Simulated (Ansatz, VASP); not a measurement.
**Zr: VASP beside Ansatz**

```
Zr
1.0
    -1.75993    1.75993    1.75993
     1.75993   -1.75993    1.75993
     1.75993    1.75993   -1.75993
Zr
1
Direct
  0.00000 0.00000 0.00000
```

Alike in both runs: functional PBE; dispersion D3(BJ); k mesh 16 × 16 × 16; occupations gaussian, width 0.1 eV; no spin polarisation.

Ansatz relaxed the structure, and its values are those at the end. VASP's run is a single point on that final structure, the one shown.

|  | VASP | Ansatz |
| --- | --- | --- |
| version | VASP 6.6.1 | Ansatz 0.2.0 |
| potentials or method | VASP PAW PBE potentials, release 64 (Zr_sv), cutoff 520 eV | scalar-relativistic, plane waves, PAW |
| valence electrons in the cell | 12 | 12 |

```tsv
	VASP	Ansatz	Ansatz less VASP
gap on the k mesh at the Fermi level (eV)	none	none	-
pressure (GPa)	0.0	0.0	-0.05
```

A gap of «none» marks a metal or a gap that the smearing closes.
